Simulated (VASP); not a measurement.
# BaS (P6_3/mmc) in VASP: settings compared

Aim: see how the results for BaS move with the level of theory and the settings. Levels: PBE, r2SCAN. Tasks: single point.

Program: VASP 6.6.1. These are calculated values, not measurements. Logs are shortened: lines on timing, memory, paths and dates and some standing lists are left out, and cuts for length are marked.

**1. The cell of the first run**

Symmetry: P6_3/mmc, No. 194, hexagonal system. The conventional cell has a = 5.382 Å, b = 5.382 Å, c = 6.383 Å, α = 90.00°, β = 90.00°, γ = 120.00°. Ba (site symmetry -6m2) has 5 S at 3.11 to 3.19 Å within 4.1 Å. S (site symmetry -6m2) has 5 Ba at 3.11 to 3.19 Å within 4.1 Å.

**2. Single point, PBE**

INCAR

```
SYSTEM = BaS
ALGO = Normal
EDIFF = 1E-6
ENCUT = 520
GGA = PE
ISIF = 2
ISMEAR = 0
LASPH = .True.
LCHARG = .False.
LREAL = .False.
LWAVE = .False.
NBANDS = 24
NELM = 80
PREC = Accurate
SIGMA = 0.01
```

KPOINTS

```
k-points
0
Gamma
  6 6 4
  0 0 0
```

POSCAR

```
BaS
1.0
    5.3818569276      0.0000000000      0.0000000000
   -2.6909284638      4.6608248189      0.0000000000
    0.0000000000      0.0000000000      6.3833272721
Ba S
2 2
Direct
    0.3333333333      0.6666666667     -0.0625000000
    0.6666666667      0.3333333333      0.4375000000
    0.3333333333      0.6666666667      0.4375000000
    0.6666666667      0.3333333333      0.9375000000
```

Potentials or basis: VASP PAW PBE potentials, release 64 (Ba_sv, S).

The run is started by

```console
$ cat potpaw_PBE.64/Ba_sv/POTCAR potpaw_PBE.64/S/POTCAR > POTCAR
$ mpirun -np 1 vasp_std > vasp.out
```

OUTCAR:

```text
SYSTEM = BaS
   EDIFF = 1E-6
   ENCUT = 520
   GGA = PE
   ISIF = 2
   ISMEAR = 0
   LASPH = .True.
   LREAL = .False.
   NELM = 80
   PREC = Accurate

 ion  position               nearest neighbor table
   1  0.333  0.667  0.938-   4 3.11   4 3.11   4 3.11   3 3.19   3 3.19   2 4.45   2 4.45   2 4.45
                             2 4.45   2 4.45   2 4.45
   2  0.667  0.333  0.438-   3 3.11   3 3.11   3 3.11   4 3.19   4 3.19   1 4.45   1 4.45   1 4.45
                             1 4.45   1 4.45   1 4.45
   3  0.333  0.667  0.438-   2 3.11   2 3.11   2 3.11   1 3.19   1 3.19
   4  0.667  0.333  0.938-   1 3.11   1 3.11   1 3.11   2 3.19   2 3.19

  LATTYP: Found a hexagonal cell.
 ALAT       =     5.3818569276
 C/A-ratio  =     1.1860826770

  Lattice vectors:

 A1 = (   5.3818569276,   0.0000000000,   0.0000000000)
 A2 = (  -2.6909284638,   4.6608248189,   0.0000000000)
 A3 = (   0.0000000000,   0.0000000000,   6.3833272721)

Analysis of symmetry for initial positions (statically):
=====================================================================
 Subroutine PRICEL returns:
 Original cell was already a primitive cell.

 Routine SETGRP: Setting up the symmetry group for a
 hexagonal supercell.

 Subroutine GETGRP returns: Found 24 space group operations
 (whereof  6 operations were pure point group operations)
 out of a pool of 24 trial point group operations.

The static configuration has the point symmetry C_3v.
 The point group associated with its full space group is D_6h.

Analysis of symmetry for dynamics (positions and initial velocities):
=====================================================================
 Subroutine PRICEL returns:
 Original cell was already a primitive cell.

 Routine SETGRP: Setting up the symmetry group for a
 hexagonal supercell.

 Subroutine GETGRP returns: Found 24 space group operations
 (whereof  6 operations were pure point group operations)
 out of a pool of 24 trial point group operations.

The dynamic configuration has the point symmetry C_3v.
 The point group associated with its full space group is D_6h.

 Subroutine INISYM returns: Found 24 space group operations
 (whereof  6 operations are pure point group operations),
 and found     1 'primitive' translations

----------------------------------------------------------------------------------------

                                     Primitive cell

  volume of cell :     160.1187

  direct lattice vectors                    reciprocal lattice vectors
     5.381856928  0.000000000  0.000000000     0.185809473  0.107277149  0.000000000
    -2.690928464  4.660824819  0.000000000     0.000000000  0.214554299  0.000000000
     0.000000000  0.000000000  6.383327272     0.000000000  0.000000000  0.156658112

  length of vectors
     5.381856928  5.381856928  6.383327272     0.214554299  0.214554299  0.156658112

  position of ions in fractional coordinates (direct lattice)
     0.333333333  0.666666667  0.937500000
     0.666666667  0.333333333  0.437500000
     0.333333333  0.666666667  0.437500000
     0.666666667  0.333333333  0.937500000

  ion indices of the primitive-cell ions
   primitive index   ion index
                 1           1
                 2           2
                 3           3
                 4           4

----------------------------------------------------------------------------------------

 KPOINTS: k-points

Automatic generation of k-mesh.
 Grid dimensions read from file:
 generate k-points for:    6    6    4

 Generating k-lattice:

  Cartesian coordinates                     Fractional coordinates (reciprocal lattice)
     0.030968246  0.017879525  0.000000000     0.166666667  0.000000000  0.000000000
     0.000000000  0.035759050  0.000000000     0.000000000  0.166666667  0.000000000
     0.000000000  0.000000000  0.039164528     0.000000000  0.000000000  0.250000000

  Length of vectors
     0.035759050  0.035759050  0.039164528

  Shift w.r.t. Gamma in fractional coordinates (k-lattice)
     0.000000000  0.000000000  0.000000000

 Subroutine IBZKPT returns following result:
 ===========================================

 Found     21 irreducible k-points:

 Following reciprocal coordinates:
            Coordinates               Weight
  0.000000  0.000000  0.000000      1.000000
  0.166667 -0.000000  0.000000      6.000000
  0.333333  0.000000  0.000000      6.000000
  0.500000 -0.000000  0.000000      3.000000
  0.166667  0.166667  0.000000      6.000000
  0.333333  0.166667  0.000000     12.000000
[... 13 lines left out ...]
  0.333333  0.166667  0.500000     12.000000
  0.333333  0.333333  0.500000      2.000000
   k-points           NKPTS =     21   k-points in BZ     NKDIM =     21   number of bands    NBANDS=     24
   number of dos      NEDOS =    301   number of ions     NIONS =      4
   total plane-waves  NPLWV =  76800
   dimension x,y,z NGX =    40 NGY =   40 NGZ =   48
   dimension x,y,z NGXF=    80 NGYF=   80 NGZF=   96
   ions per type =               2   2
   NGX,Y,Z   is equivalent  to a cutoff of  12.36, 12.36, 12.50 a.u.
   NGXF,Y,Z  is equivalent  to a cutoff of  24.71, 24.71, 25.00 a.u.
 SYSTEM =  BaS
   PREC   = accura    normal or accurate (medium, high low for compatibility)
   ISTART =      0    job   : 0-new  1-cont  2-samecut
   ICHARG =      2    charge: 1-file 2-atom 10-const
   ISPIN  =      1    spin polarized calculation?
   LNONCOLLINEAR =      F non collinear calculations
   LSORBIT =      F    spin-orbit coupling
   LASPH  =      T    aspherical Exc in radial PAW
   ENCUT  =  520.0 eV  38.22 Ry    6.18 a.u.  10.01 10.01 11.87*2*pi/ulx,y,z
   NELM   =     80;   NELMIN=  2; NELMDL= -5     # of ELM steps
   EDIFF  = 0.1E-05   stopping-criterion for ELM
   LREAL  =      F    real-space projection
   EDIFFG = 0.1E-04   stopping-criterion for IOM
   NSW    =      0    number of steps for IOM
   IBRION =     -1    ionic relax: 0-MD 1-quasi-New 2-CG
   NFREE  =      0    steps in history (QN), initial steepest desc. (CG)
   ISIF   =      2    stress and relaxation
   ISYM   =      2    0-nonsym 1-usesym 2-fastsym
   POTIM  = 0.5000    time-step for ionic-motion
   TEBEG  =    0.0;   TEEND  =   0.0 temperature during run
   PSTRESS=    0.0 pullay stress
   NELECT =      32.0000    total number of electrons
   NUPDOWN=      -1.0000    fix difference up-down
   EMIN   =  10.00;   EMAX   =-10.00  energy-range for DOS
   EFERMI =   0.00;   METHOD = LEGACY
   ISMEAR =     0;   SIGMA  =   0.01  broadening in eV -4-tet -1-fermi 0-gaus
   EFERMI_NEDOS =   21; number of points for ismear=-14 and -15
   IALGO  =     38    algorithm
   IMIX   =      4    mixing-type and parameters
     AMIX     =   0.40;   BMIX     =  1.00
     AMIX_MAG =   1.60;   BMIX_MAG =  1.00
  volume/ion in A,a.u.               =      40.03       270.13
  Fermi-wavevector in a.u.,A,eV,Ry     =   0.957144  1.808741 12.464644  0.916125
  Thomas-Fermi vector in A             =   2.086136
   LORBIT       =      0    0 simple, 1 ext, 2 COOP (PROOUT), +10 PAW based schemes
   GGA     = PE    functional components
   LHFCALC =     F    Hartree Fock is set to
   AEXX    =    0.0000 exact exchange contribution
   IVDW    =     0    specifies the selected vdW correction
   LEPSILON=     F    determine dielectric tensor
   LRPA    =     F    only Hartree local field effects (RPA)
 non-spin polarized calculation
 Gauss-broadening in eV      SIGMA  =   0.01
  energy-cutoff  :      520.00
  volume of cell :      160.12
 maximum number of plane-waves:      4336
   NGX = 21   NGY = 21   NGZ = 23

 number of electron      31.9999998 magnetization

 Free energy of the ion-electron system (eV)
  ---------------------------------------------------
  ext. energy  EPLUGINS =         0.00000000
  ---------------------------------------------------
  free energy    TOTEN  =       -19.98557456 eV

  energy without entropy =      -19.98557456  energy(sigma->0) =      -19.98557456

 E-fermi :   0.5545     XC(G=0):  -7.5265

 val. band max:        0.4635792561   @ k =   0.0000   0.0000   0.0000
 cond. band min:       2.9327649496   @ k =   0.3333   0.3333   0.0000
 fundamental gap:      2.4691856934
 Fermi energy:         0.5545101890

 k-point     1 :       0.0000    0.0000    0.0000
  band No.  band energies     occupation
      1     -25.8074      2.00000
      2     -25.7560      2.00000
      3     -11.2743      2.00000
      4     -11.1212      2.00000
      5     -11.1212      2.00000
      6     -10.9662      2.00000
[... 16 lines left out ...]
     23       6.3364      0.00000
     24       6.9779      0.00000

 k-point     2 :       0.1667   -0.0000    0.0000
  band No.  band energies     occupation
      1     -25.8033      2.00000
      2     -25.7580      2.00000
      3     -11.2550      2.00000
      4     -11.2485      2.00000
      5     -11.1364      2.00000
      6     -11.1328      2.00000
[... 16 lines left out ...]
     23       6.3828      0.00000
     24       6.5980      0.00000

 k-point     3 :       0.3333    0.0000    0.0000
  band No.  band energies     occupation
      1     -25.7935      2.00000
      2     -25.7638      2.00000
      3     -11.4635      2.00000
      4     -11.3739      2.00000
      5     -11.1825      2.00000
      6     -11.1645      2.00000
[... 16 lines left out ...]
     23       6.2469      0.00000
     24       6.2825      0.00000
[... 433 lines left out ...]
 k-point    20 :       0.3333    0.1667    0.5000
  band No.  band energies     occupation
      1     -25.7772      2.00000
      2     -25.7772      2.00000
      3     -11.7794      2.00000
      4     -11.7794      2.00000
      5     -11.0889      2.00000
      6     -11.0889      2.00000
[... 16 lines left out ...]
     23       6.5417      0.00000
     24       6.5417      0.00000

 k-point    21 :       0.3333    0.3333    0.5000
  band No.  band energies     occupation
      1     -25.7766      2.00000
      2     -25.7766      2.00000
      3     -11.8106      2.00000
      4     -11.8106      2.00000
      5     -11.1077      2.00000
      6     -11.1077      2.00000
[... 16 lines left out ...]
     23       6.5770      0.00000
     24       6.5770      0.00000

------------------------ aborting loop because EDIFF is reached ----------------------------------------

  FORCE on cell =-STRESS in cart. coord.  units (eV):
  Direction    XX          YY          ZZ          XY          YZ          ZX
  --------------------------------------------------------------------------------------
  -------------------------------------------------------------------------------------
  Total        0.4160197      0.4160197      0.5268747      0.0000000      0.0000000      0.0000000
  in kB        4.1627702      4.1627702      5.2720061      0.0000000      0.0000000      0.0000000
  external PRESSURE =       4.5325155 kB  Pullay stress =       0.0000000 kB

 VOLUME and BASIS-vectors are now :
 -----------------------------------------------------------------------------
  energy-cutoff  :      520.00
  volume of cell :      160.12
      direct lattice vectors                 reciprocal lattice vectors
     5.381856928  0.000000000  0.000000000     0.185809473  0.107277149  0.000000000
    -2.690928464  4.660824819  0.000000000     0.000000000  0.214554299  0.000000000
     0.000000000  0.000000000  6.383327272     0.000000000  0.000000000  0.156658112

 POSITION                                       TOTAL-FORCE (eV/Angst)
 -----------------------------------------------------------------------------------
     -0.00000      3.10722      5.98437        -0.000000     -0.000000      0.000000
      2.69093      1.55361      2.79271         0.000000      0.000000      0.000000
     -0.00000      3.10722      2.79271         0.000000     -0.000000      0.000000
      2.69093      1.55361      5.98437        -0.000000      0.000000     -0.000000
 -----------------------------------------------------------------------------------
    total drift:                               -0.000000      0.000000      0.000000

  FREE ENERGIE OF THE ION-ELECTRON SYSTEM (eV)
  ---------------------------------------------------
  free  energy   TOTEN  =       -19.9855745575 eV

  energy  without entropy=      -19.9855745575  energy(sigma->0) =      -19.98557456
```

It took 54 s on 1 thread of Intel Xeon Platinum 8124M at 3.00GHz (Skylake/Cascade Lake), shared host; peak memory 0.29 GiB.

Results:

| Item | Value |
| --- | --- |
| Free energy | -19.9856 eV |
| Pressure | 0.5 GPa |
| Band gap on the k mesh | 2.47 eV, indirect (least direct gap 2.61 eV) |

Caveat: spin-orbit coupling is left out, which moves the levels of the heavy elements.

**3. Single point, PBE**

INCAR

```
ALGO = Normal ; EDIFF = 1E-6
ENCUT = 520 ; GGA = PE
ISIF = 2 ; ISMEAR = 0
LASPH = T ; LCHARG = T
LELF = T ; LREAL = F
LVHAR = T ; LWAVE = F
NBANDS = 24 ; NELM = 60
PREC = Accurate ; SIGMA = 0.01
```

KPOINTS

```
k-points
0
Gamma
  6 6 4
```

POSCAR is that of step 2.

Potentials or basis: VASP PAW PBE potentials, release 64 (Ba_sv, S).

The run is started by

```console
$ cat potpaw_PBE.64/Ba_sv/POTCAR potpaw_PBE.64/S/POTCAR > POTCAR
$ mpirun -np 1 vasp_std > vasp.out
```

It took 56 s on 1 thread of Intel Xeon Platinum 8124M at 3.00GHz (Skylake/Cascade Lake), shared host; peak memory 0.29 GiB.

Results (log left out):

* Free energy: -19.9856 eV
* Pressure: 0.5 GPa
* Band gap on the k mesh: 2.47 eV, indirect (least direct gap 2.61 eV)

Stress tensor (GPa, compression positive):
```
0.42 0.00 0.00
0.00 0.42 0.00
0.00 0.00 0.53
```

Levels at points of the mesh, in eV from the valence-band top:
| k point | band 14 | band 15 | band 16 | band 17 | band 18 | band 19 |
| --- | --- | --- | --- | --- | --- | --- |
| (0.00, 0.00, 0.00) | -0.88 | -0.43 | 0.00 | 2.76 | 3.68 | 3.68 |
| (0.50, 0.00, 0.00) | -0.41 | -0.34 | -0.32 | 3.09 | 3.40 | 3.51 |
| (0.00, 0.00, 0.50) | -1.01 | -1.01 | -1.01 | 3.77 | 3.77 | 5.45 |
| (0.50, 0.00, 0.50) | -0.86 | -0.52 | -0.52 | 3.88 | 3.88 | 4.93 |

Caveat: spin-orbit coupling is left out, which moves the levels of the heavy elements. As with any semilocal functional, this PBE gap is likely too small.

**4. Single point, r2SCAN**

POSCAR is that of step 3.

INCAR.step1

```
PREC = Accurate
ENCUT = 520
ISMEAR = 0
SIGMA = 0.01
LREAL = F
LASPH = T
NELM = 80
NBANDS = 24
GGA = PE
ALGO = Normal
EDIFF = 1E-4
LWAVE = T
LCHARG = F
```

INCAR.step2

```
PREC = Accurate
ENCUT = 520
EDIFF = 1E-6
ISMEAR = 0
SIGMA = 0.01
LREAL = F
LASPH = T
NELM = 80
ALGO = Normal
ISIF = 2
LWAVE = F
LCHARG = F
METAGGA = R2SCAN
LMIXTAU = T
NBANDS = 24
ISTART = 1
```

KPOINTS

```
regular mesh
0
Gamma
  6 6 4
```

The run is started by

```console
$ cat potpaw_PBE.64/Ba_sv/POTCAR potpaw_PBE.64/S/POTCAR > POTCAR
$ cp INCAR.step1 INCAR
$ mpirun -np 1 vasp_std > vasp.out
$ cp INCAR.step2 INCAR
$ mpirun -np 1 vasp_std > vasp.out
```

Run time: 3.8 min. Hardware: 1 thread of Intel Xeon Platinum 8124M at 3.00GHz (Skylake/Cascade Lake), shared host; peak memory 0.33 GiB.

Results (log left out):

- Free energy: -77.8669 eV
- Pressure: 0.4 GPa
- Band gap on the k mesh: 2.82 eV, indirect (least direct gap 2.97 eV)

Stress tensor (GPa, compression positive):
```
0.41 0.00 0.00
0.00 0.41 0.00
0.00 0.00 0.50
```

Levels at points of the mesh, in eV from the valence-band top:
| k point | band 12 | band 13 | band 14 | band 15 | band 16 | band 17 | band 18 | band 19 | band 20 | band 21 |
| --- | --- | --- | --- | --- | --- | --- | --- | --- | --- | --- |
| (0.00, 0.00, 0.00) | -0.94 | -0.88 | -0.88 | -0.43 | 0.00 | 3.08 | 4.15 | 4.15 | 5.37 | 6.03 |
| (0.50, 0.00, 0.00) | -0.84 | -0.49 | -0.41 | -0.33 | -0.32 | 3.52 | 3.70 | 3.85 | 5.51 | 5.76 |
| (0.00, 0.00, 0.50) | -1.23 | -1.01 | -1.01 | -1.01 | -1.01 | 4.10 | 4.10 | 5.99 | 5.99 | 5.99 |
| (0.50, 0.00, 0.50) | -1.51 | -0.86 | -0.86 | -0.51 | -0.51 | 4.19 | 4.19 | 5.42 | 5.42 | 6.11 |

Caveat: the PAW data sets were made with another functional, which shifts forces and pressure a little; spin-orbit coupling is left out, which moves the levels of the heavy elements.

**5. Single point, r2SCAN**

POSCAR is that of step 4.

INCAR.step1

```
SYSTEM = BaS
ALGO = Normal ; EDIFF = 1E-4
ENCUT = 520 ; GGA = PE
ISMEAR = 0 ; LASPH = .TRUE.
LCHARG = .FALSE. ; LREAL = .FALSE.
LWAVE = .TRUE. ; NBANDS = 24
NELM = 60 ; PREC = Accurate
SIGMA = 0.01
```

INCAR.step2

```
SYSTEM = BaS
ALGO = Normal ; EDIFF = 1E-6
ENCUT = 520 ; ISIF = 2
ISMEAR = 0 ; ISTART = 1
LASPH = .TRUE. ; LCHARG = .TRUE.
LELF = .TRUE. ; LMIXTAU = .TRUE.
LREAL = .FALSE. ; LVHAR = .TRUE.
LWAVE = .FALSE. ; METAGGA = R2SCAN
NBANDS = 24 ; NELM = 60
PREC = Accurate ; SIGMA = 0.01
```

KPOINTS

```
k-points
0
G
  6 6 4
  0 0 0
```

The run is started by

```console
$ cat potpaw_PBE.64/Ba_sv/POTCAR potpaw_PBE.64/S/POTCAR > POTCAR
$ cp INCAR.step1 INCAR
$ mpirun -np 1 vasp_std > vasp.out
$ cp INCAR.step2 INCAR
$ mpirun -np 1 vasp_std > vasp.out
```

Run time: 3.7 min. Hardware: 1 thread of Intel Xeon Platinum 8124M at 3.00GHz (Skylake/Cascade Lake), shared host; peak memory 0.33 GiB.

The run converged. Its results:

| Item | Value |
| --- | --- |
| Free energy | -77.8669 eV |
| Pressure | 0.4 GPa |
| Band gap on the k mesh | 2.82 eV, indirect (least direct gap 2.97 eV) |

Stress tensor (GPa, compression positive):
```
0.41 0.00 0.00
0.00 0.41 0.00
0.00 0.00 0.50
```

Levels at points of the mesh, in eV from the valence-band top:
```tsv
k point	band 13	band 14	band 15	band 16	band 17	band 18	band 19	band 20
(0.00, 0.00, 0.00)	-0.88	-0.88	-0.43	0.00	3.08	4.15	4.15	5.37
(0.50, 0.00, 0.00)	-0.49	-0.41	-0.33	-0.32	3.52	3.70	3.85	5.51
(0.00, 0.00, 0.50)	-1.01	-1.01	-1.01	-1.01	4.10	4.10	5.99	5.99
(0.50, 0.00, 0.50)	-0.86	-0.86	-0.51	-0.51	4.19	4.19	5.42	5.42
```

Caveat: the PAW data sets were made with another functional, which shifts forces and pressure a little; spin-orbit coupling is left out, which moves the levels of the heavy elements.
